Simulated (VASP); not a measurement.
# TiAl (Pm-3m) in VASP: settings compared

Aim: see how the results for TiAl move with the level of theory and the settings. Levels: PBEsol, PBE. Tasks: single point.

Everything below comes from runs of VASP 6.6.1. Logs are shortened: lines on timing, memory, paths and dates and some standing lists are left out, and cuts for length are marked.

## Step 1: The cell of the first run

It takes space group Pm-3m (No. 221, cubic). Conventional cell: a = 3.156 Å, b = 3.156 Å, c = 3.156 Å, α = 90.00°, β = 90.00°, γ = 90.00°. Within 3.6 Å of Ti (site symmetry m-3m) lie 8 Al at 2.73 Å and 6 Ti at 3.16 Å. Al (site symmetry m-3m) has 8 Ti at 2.73 Å and 6 Al at 3.16 Å within 3.6 Å.

## Step 2: Single point, PBEsol

Contents of INCAR:

```
SYSTEM = TiAl
  PREC = Accurate
  ENCUT = 520
  EDIFF = 1E-6
  ISMEAR = 0
  SIGMA = 0.15
  LREAL = .False.
  LASPH = .True.
  NELM = 80
  ALGO = Normal
  ISIF = 2
  LWAVE = .False.
  LCHARG = .False.
  GGA = PS
  NBANDS = 14
```

Contents of KPOINTS:

```
regular mesh
0
Gamma
  10 10 10
  0 0 0
```

Contents of POSCAR:

```
TiAl
1.0
    3.1564740767      0.0000000000      0.0000000000
    0.0000000000      3.1564740767      0.0000000000
    0.0000000000      0.0000000000      3.1564740767
Ti Al
1 1
Direct
    0.0000000000      0.0000000000      0.0000000000
    0.5000000000      0.5000000000      0.5000000000
```

Potentials or basis: VASP PAW PBE potentials, release 64 (Ti_sv, Al).

Launch:

```bash
> cat potpaw_PBE.64/Ti_sv/POTCAR potpaw_PBE.64/Al/POTCAR > POTCAR
> mpirun -np 1 vasp_std > vasp.out
```

OUTCAR:

```text
SYSTEM = TiAl
   PREC = Accurate
   ENCUT = 520
   EDIFF = 1E-6
   ISMEAR = 0
   LREAL = .False.
   LASPH = .True.
   NELM = 80
   ISIF = 2
   GGA = PS

 ion  position               nearest neighbor table
   1  0.000  0.000  0.000-   2 2.73   2 2.73   2 2.73   2 2.73   2 2.73   2 2.73   2 2.73   2 2.73

   2  0.500  0.500  0.500-   1 2.73   1 2.73   1 2.73   1 2.73   1 2.73   1 2.73   1 2.73   1 2.73

  LATTYP: Found a simple cubic cell.
 ALAT       =     3.1564740767

  Lattice vectors:

 A1 = (   3.1564740767,   0.0000000000,   0.0000000000)
 A2 = (   0.0000000000,   3.1564740767,   0.0000000000)
 A3 = (   0.0000000000,   0.0000000000,   3.1564740767)

Analysis of symmetry for initial positions (statically):
=====================================================================
 Subroutine PRICEL returns:
 Original cell was already a primitive cell.

 Routine SETGRP: Setting up the symmetry group for a
 simple cubic supercell.

 Subroutine GETGRP returns: Found 48 space group operations
 (whereof 48 operations were pure point group operations)
 out of a pool of 48 trial point group operations.

The static configuration has the point symmetry O_h .

Analysis of symmetry for dynamics (positions and initial velocities):
=====================================================================
 Subroutine PRICEL returns:
 Original cell was already a primitive cell.

 Routine SETGRP: Setting up the symmetry group for a
 simple cubic supercell.

 Subroutine GETGRP returns: Found 48 space group operations
 (whereof 48 operations were pure point group operations)
 out of a pool of 48 trial point group operations.

The dynamic configuration has the point symmetry O_h .

 Subroutine INISYM returns: Found 48 space group operations
 (whereof 48 operations are pure point group operations),
 and found     1 'primitive' translations

----------------------------------------------------------------------------------------

                                     Primitive cell

  volume of cell :      31.4490

  direct lattice vectors                    reciprocal lattice vectors
     3.156474077  0.000000000  0.000000000     0.316809191  0.000000000  0.000000000
     0.000000000  3.156474077  0.000000000     0.000000000  0.316809191  0.000000000
     0.000000000  0.000000000  3.156474077     0.000000000  0.000000000  0.316809191

  length of vectors
     3.156474077  3.156474077  3.156474077     0.316809191  0.316809191  0.316809191

  position of ions in fractional coordinates (direct lattice)
     0.000000000  0.000000000  0.000000000
     0.500000000  0.500000000  0.500000000

  ion indices of the primitive-cell ions
   primitive index   ion index
                 1           1
                 2           2

----------------------------------------------------------------------------------------

 KPOINTS: regular mesh

Automatic generation of k-mesh.
 Grid dimensions read from file:
 generate k-points for:   10   10   10

 Generating k-lattice:

  Cartesian coordinates                     Fractional coordinates (reciprocal lattice)
     0.031680919  0.000000000  0.000000000     0.100000000  0.000000000  0.000000000
     0.000000000  0.031680919  0.000000000     0.000000000  0.100000000  0.000000000
     0.000000000  0.000000000  0.031680919     0.000000000  0.000000000  0.100000000

  Length of vectors
     0.031680919  0.031680919  0.031680919

  Shift w.r.t. Gamma in fractional coordinates (k-lattice)
     0.000000000  0.000000000  0.000000000

 Subroutine IBZKPT returns following result:
 ===========================================

 Found     56 irreducible k-points:

 Following reciprocal coordinates:
            Coordinates               Weight
  0.000000  0.000000  0.000000      1.000000
  0.100000  0.000000  0.000000      6.000000
  0.200000  0.000000  0.000000      6.000000
  0.300000  0.000000  0.000000      6.000000
  0.400000  0.000000  0.000000      6.000000
  0.500000  0.000000  0.000000      3.000000
[... 16 lines left out ...]
  0.200000  0.100000  0.100000     24.000000
  0.300000  0.100000  0.100000     24.000000
 [... further k-points ...]
   k-points           NKPTS =     56   k-points in BZ     NKDIM =     56   number of bands    NBANDS=     14
   number of dos      NEDOS =    301   number of ions     NIONS =      2
   total plane-waves  NPLWV =  13824
   dimension x,y,z NGX =    24 NGY =   24 NGZ =   24
   dimension x,y,z NGXF=    48 NGYF=   48 NGZF=   48
   ions per type =               1   1
   NGX,Y,Z   is equivalent  to a cutoff of  12.64, 12.64, 12.64 a.u.
   NGXF,Y,Z  is equivalent  to a cutoff of  25.28, 25.28, 25.28 a.u.
 SYSTEM =  TiAl
   PREC   = accura    normal or accurate (medium, high low for compatibility)
   ISTART =      0    job   : 0-new  1-cont  2-samecut
   ICHARG =      2    charge: 1-file 2-atom 10-const
   ISPIN  =      1    spin polarized calculation?
   LNONCOLLINEAR =      F non collinear calculations
   LSORBIT =      F    spin-orbit coupling
   LASPH  =      T    aspherical Exc in radial PAW
   ENCUT  =  520.0 eV  38.22 Ry    6.18 a.u.   5.87  5.87  5.87*2*pi/ulx,y,z
   NELM   =     80;   NELMIN=  2; NELMDL= -5     # of ELM steps
   EDIFF  = 0.1E-05   stopping-criterion for ELM
   LREAL  =      F    real-space projection
   EDIFFG = 0.1E-04   stopping-criterion for IOM
   NSW    =      0    number of steps for IOM
   IBRION =     -1    ionic relax: 0-MD 1-quasi-New 2-CG
   NFREE  =      0    steps in history (QN), initial steepest desc. (CG)
   ISIF   =      2    stress and relaxation
   ISYM   =      2    0-nonsym 1-usesym 2-fastsym
   POTIM  = 0.5000    time-step for ionic-motion
   TEBEG  =    0.0;   TEEND  =   0.0 temperature during run
   PSTRESS=    0.0 pullay stress
   NELECT =      15.0000    total number of electrons
   NUPDOWN=      -1.0000    fix difference up-down
   EMIN   =  10.00;   EMAX   =-10.00  energy-range for DOS
   EFERMI =   0.00;   METHOD = LEGACY
   ISMEAR =     0;   SIGMA  =   0.15  broadening in eV -4-tet -1-fermi 0-gaus
   EFERMI_NEDOS =   21; number of points for ismear=-14 and -15
   IALGO  =     38    algorithm
   IMIX   =      4    mixing-type and parameters
     AMIX     =   0.40;   BMIX     =  1.00
     AMIX_MAG =   1.60;   BMIX_MAG =  1.00
  volume/ion in A,a.u.               =      15.72       106.11
  Fermi-wavevector in a.u.,A,eV,Ry     =   1.279096  2.417140 22.260297  1.636086
  Thomas-Fermi vector in A             =   2.411601
   LORBIT       =      0    0 simple, 1 ext, 2 COOP (PROOUT), +10 PAW based schemes
   GGA     = PS    functional components
   LHFCALC =     F    Hartree Fock is set to
   AEXX    =    0.0000 exact exchange contribution
   IVDW    =     0    specifies the selected vdW correction
   LEPSILON=     F    determine dielectric tensor
   LRPA    =     F    only Hartree local field effects (RPA)
 non-spin polarized calculation
 Gauss-broadening in eV      SIGMA  =   0.15
  energy-cutoff  :      520.00
  volume of cell :       31.45
 maximum number of plane-waves:       870
 NGX is ok and might be reduce to    24
   NGX = 11   NGY = 11   NGZ = 11

 number of electron      14.9999993 magnetization

 Free energy of the ion-electron system (eV)
  ---------------------------------------------------
  ext. energy  EPLUGINS =         0.00000000
  ---------------------------------------------------
  free energy    TOTEN  =       -12.98235556 eV

  energy without entropy =      -12.95461992  energy(sigma->0) =      -12.96848774

 E-fermi :   8.9041     XC(G=0): -11.2826

 val. band max:        8.8924164217   @ k =   0.4000   0.3000   0.2000
 cond. band min:       8.9126661726   @ k =   0.3000   0.3000   0.2000
 fundamental gap:      0.0202497510
 Fermi energy:         8.9041123256

 k-point     1 :       0.0000    0.0000    0.0000
  band No.  band energies     occupation
      1     -47.7127      2.00000
      2     -24.0130      2.00000
      3     -24.0130      2.00000
      4     -24.0130      2.00000
      5      -0.4487      2.00000
      6       7.4188      2.00000
      7       7.4188      2.00000
      8      10.7439      0.00000
      9      10.7439      0.00000
     10      10.7439      0.00000
     11      13.4251      0.00000
     12      13.4251      0.00000
     13      13.4251      0.00000
     14      17.8723      0.00000

 k-point     2 :       0.1000    0.0000    0.0000
  band No.  band energies     occupation
      1     -47.7111      2.00000
      2     -24.0313      2.00000
      3     -24.0114      2.00000
      4     -24.0114      2.00000
      5      -0.2863      2.00000
      6       7.3335      2.00000
      7       7.4920      2.00000
      8      10.4754      0.00000
      9      10.4754      0.00000
     10      10.7636      0.00000
     11      12.8121      0.00000
     12      13.8110      0.00000
     13      13.8110      0.00000
     14      17.6485      0.00000

 k-point     3 :       0.2000    0.0000    0.0000
  band No.  band energies     occupation
      1     -47.7069      2.00000
      2     -24.0787      2.00000
      3     -24.0073      2.00000
      4     -24.0073      2.00000
      5       0.1918      2.00000
      6       6.9149      2.00000
      7       7.6953      2.00000
      8       9.9532      0.00000
      9       9.9532      0.00000
     10      10.8157      0.00000
     11      11.9609      0.00000
     12      14.6956      0.00000
     13      14.6956      0.00000
     14      17.0569      0.00000
[... 324 lines left out ...]
 k-point    23 :       0.2000    0.1000    0.1000
  band No.  band energies     occupation
      1     -47.7038      2.00000
      2     -24.0749      2.00000
      3     -24.0243      2.00000
      4     -24.0225      2.00000
      5       0.4971      2.00000
      6       7.0742      2.00000
      7       7.6163      2.00000
      8       9.5725      0.00000
      9       9.7900      0.00000
     10      10.4007      0.00000
     11      12.4818      0.00000
     12      14.1578      0.00000
     13      14.2696      0.00000
     14      18.1757      0.00000

 k-point    24 :       0.3000    0.1000    0.1000
  band No.  band energies     occupation
      1     -47.6986      2.00000
      2     -24.1324      2.00000
      3     -24.0188      2.00000
      4     -24.0172      2.00000
      5       1.2399      2.00000
      6       6.1531      2.00000
      7       7.8941      2.00000
      8       9.2611      0.00076
      9       9.3532      0.00002
     10      10.4976      0.00000
     11      11.9789      0.00000
     12      14.9393      0.00000
     13      15.0931      0.00000
     14      17.6974      0.00000

 [... further k-points ...]
[... 5 lines left out ...]
  --------------------------------------------------------------------------------------
  -------------------------------------------------------------------------------------
  Total       -0.0018156     -0.0018156     -0.0018156     -0.0000000      0.0000000     -0.0000000
  in kB       -0.0924959     -0.0924959     -0.0924959     -0.0000000      0.0000000     -0.0000000
  external PRESSURE =      -0.0924959 kB  Pullay stress =       0.0000000 kB

 VOLUME and BASIS-vectors are now :
 -----------------------------------------------------------------------------
  energy-cutoff  :      520.00
  volume of cell :       31.45
      direct lattice vectors                 reciprocal lattice vectors
     3.156474077  0.000000000  0.000000000     0.316809191  0.000000000  0.000000000
     0.000000000  3.156474077  0.000000000     0.000000000  0.316809191  0.000000000
     0.000000000  0.000000000  3.156474077     0.000000000  0.000000000  0.316809191

 POSITION                                       TOTAL-FORCE (eV/Angst)
 -----------------------------------------------------------------------------------
      0.00000      0.00000      0.00000         0.000000      0.000000      0.000000
      1.57824      1.57824      1.57824         0.000000      0.000000      0.000000
 -----------------------------------------------------------------------------------
    total drift:                                0.000000      0.000000      0.000000

  FREE ENERGIE OF THE ION-ELECTRON SYSTEM (eV)
  ---------------------------------------------------
  free  energy   TOTEN  =       -12.9823555596 eV

  energy  without entropy=      -12.9546199233  energy(sigma->0) =      -12.96848774
```

It took 15 s on 1 thread of AMD EPYC 7R13 (Zen 3), shared host; peak memory 0.12 GiB.

What came out:

```yaml
Free_energy: -12.9824 eV
Pressure: 0.0 GPa
```

Caveat: the PAW data sets were made with another functional, which shifts forces and pressure a little.

## Step 3: Single point, PBEsol

Contents of INCAR:

```
SYSTEM = TiAl
PREC = Accurate
ENCUT = 520
EDIFF = 1E-6
ISMEAR = 0
SIGMA = 0.1
LREAL = .FALSE.
LASPH = .TRUE.
NELM = 60
ALGO = Fast
ISIF = 2
LWAVE = .FALSE.
LCHARG = .FALSE.
GGA = PS
NBANDS = 14
```

Contents of KPOINTS:

```
Automatic mesh
0
G
  14 14 14
  0 0 0
```

POSCAR is that of step 2.

Potentials or basis: VASP PAW PBE potentials, release 64 (Ti_sv, Al).

Launch:

```bash
> cat potpaw_PBE.64/Ti_sv/POTCAR potpaw_PBE.64/Al/POTCAR > POTCAR
> mpirun -np 1 vasp_std > vasp.out
```

Run time: 66 s. Hardware: 1 thread of AMD EPYC 7R13 (Zen 3), shared host; peak memory 0.15 GiB.

It converged, with:

- Free energy: -12.9746 eV
- Pressure: 0.0 GPa

Levels at points of the mesh, in eV from the Fermi level:
```
           k point  band 5  band 6  band 7  band 8  band 9  band 10
(0.00, 0.00, 0.00)   -9.36   -1.49   -1.49    1.83    1.83     1.83
(0.50, 0.00, 0.00)   -6.04   -5.25   -0.57    0.14    0.14     2.05
(0.50, 0.50, 0.00)   -5.07   -2.10   -2.10   -1.51    0.70     0.70
(0.50, 0.50, 0.50)   -3.16   -3.16   -3.16    0.78    2.90     2.90
```

Caveat: the PAW data sets were made with another functional, which shifts forces and pressure a little.

## Step 4: Single point, PBEsol (strained)

Contents of INCAR:

```
SYSTEM = TiAl
PREC = Accurate ; ENCUT = 520
EDIFF = 1E-7 ; ISMEAR = 0
SIGMA = 0.1 ; LREAL = .FALSE.
LASPH = .TRUE. ; NELM = 80
ALGO = Normal ; ISIF = 2
LWAVE = .FALSE. ; LCHARG = .FALSE.
GGA = PS ; NBANDS = 14
```

Contents of KPOINTS:

```
regular mesh
0
G
  14 14 14
  0 0 0
```

Contents of POSCAR:

```
TiAl
1.0
    3.2381945904      0.0000000000      0.0000000000
    0.0000000000      3.2381945904      0.0000000000
    0.0000000000      0.0000000000      3.2381945904
Ti Al
1 1
Direct
    0.0000000000      0.0000000000      0.0000000000
    0.5000000000      0.5000000000      0.5000000000
```

Launch:

```bash
> cat potpaw_PBE.64/Ti_sv/POTCAR potpaw_PBE.64/Al/POTCAR > POTCAR
> mpirun -np 1 vasp_std > vasp.out
```

Wall time 15 s (1 thread of Intel Xeon 6975P-C (Granite Rapids), shared host); peak memory 0.18 GiB.

Results (log left out):

* Free energy: -12.9105 eV
* Pressure: -7.8 GPa

Levels at points of the mesh, in eV from the Fermi level:
```
           k point  band 4  band 5  band 6  band 7  band 8  band 9  band 10  band 11
(0.00, 0.00, 0.00)  -33.08   -9.01   -1.31   -1.31    1.66    1.66     1.66     4.16
(0.50, 0.00, 0.00)  -33.07   -5.93   -5.03   -0.50    0.12    0.12     1.85     2.78
(0.50, 0.50, 0.00)  -33.06   -4.86   -2.06   -2.06   -1.41    0.66     0.66     2.55
(0.50, 0.50, 0.50)  -33.19   -2.93   -2.93   -2.93    0.35    2.61     2.61     2.76
```

Caveat: the cell differs from its parent crystal (strained); the PAW data sets were made with another functional, which shifts forces and pressure a little.

## Step 5: Single point, PBEsol (strained)

Contents of INCAR:

```
SYSTEM = TiAl
PREC     = Accurate       ! precision mode
ENCUT    = 520            ! plane-wave cutoff, eV
EDIFF    = 1E-7           ! SCF threshold, eV
ISMEAR   = 0              ! smearing method
SIGMA    = 0.1            ! smearing width, eV
LREAL    = .FALSE.        ! projectors in reciprocal space
LASPH    = .TRUE.         ! aspherical terms in the spheres
NELM     = 60             ! most SCF steps
ALGO     = Fast           ! electronic algorithm
ISIF     = 2              ! what is computed and relaxed
LWAVE    = .FALSE.        ! write WAVECAR
LCHARG   = .FALSE.        ! write CHGCAR
GGA      = PS             ! functional
NBANDS   = 14             ! bands
```

KPOINTS is that of step 4.

Contents of POSCAR:

```
TiAl
1.0
    3.3007903606      0.0000000000      0.0000000000
    0.0000000000      3.3007903606      0.0000000000
    0.0000000000      0.0000000000      3.3007903606
Ti Al
1 1
Direct
    0.0000000000      0.0000000000      0.0000000000
    0.5000000000      0.5000000000      0.5000000000
```

Launch:

```bash
> cat potpaw_PBE.64/Ti_sv/POTCAR potpaw_PBE.64/Al/POTCAR > POTCAR
> mpirun -np 1 vasp_std > vasp.out
```

Wall time 70 s (1 thread of Intel Xeon 6975P-C (Granite Rapids), shared host); peak memory 0.19 GiB.

It converged, with:

```yaml
Free_energy: -12.7849 eV
Pressure: -12.1 GPa
```

Levels at points of the mesh, in eV from the Fermi level:
```tsv
k point	band 5	band 6	band 7	band 8	band 9	band 10
(0.00, 0.00, 0.00)	-8.75	-1.19	-1.19	1.54	1.54	1.54
(0.50, 0.00, 0.00)	-5.83	-4.85	-0.45	0.11	0.11	1.71
(0.50, 0.50, 0.00)	-4.72	-2.03	-2.03	-1.34	0.62	0.62
(0.50, 0.50, 0.50)	-2.76	-2.76	-2.76	0.05	2.40	2.40
```

Caveat: the cell differs from its parent crystal (strained); the PAW data sets were made with another functional, which shifts forces and pressure a little.

[end of part 1 of 2]
